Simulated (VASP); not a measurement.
A run of VASP 6.6.1 is set up as follows.

INCAR

```
SYSTEM = Pb
ALGO = Normal
EDIFF = 1E-8
ENCUT = 600
GGA = PS
IBRION = 6
ISIF = 3
ISMEAR = -1
LASPH = .True.
LCHARG = .True.
LREAL = .False.
LWAVE = .False.
NBANDS = 13
NELM = 100
NFREE = 2
NSW = 1
POTIM = 0.015
PREC = Accurate
SIGMA = 0.1
```

KPOINTS

```
k-points
0
Gamma
  20 20 20
  0 0 0
```

The input POSCAR:

```
Pb
1.0
    0.0000000000      2.4508916363      2.4508916363
    2.4508916363      0.0000000000      2.4508916363
    2.4508916363      2.4508916363      0.0000000000
Pb
1
Direct
    0.0000000000      0.0000000000      0.0000000000
```

Potentials or basis: VASP PAW PBE potentials, release 64 (Pb_d).

Launch:

```bash
$ cat potpaw_PBE.64/Pb_d/POTCAR > POTCAR
$ mpirun -np 1 vasp_std > vasp.out
```

Problem. What does it give for the elastic constants C11, C12, C44?

Solution. 59, 48, 21 GPa.

Problem. What does it give for the Voigt bulk modulus?

Solution. 51 GPa.

Elastic tensor in Voigt notation (GPa, in the Cartesian axes of the cell as first typed):
```
59 48 48  0  0  0
48 59 48  0  0  0
48 48 59  0  0  0
 0  0  0 21  0  0
 0  0  0  0 21  0
 0  0  0  0  0 21
```

Caveat: the PAW data sets were made with another functional, which shifts forces and pressure a little.
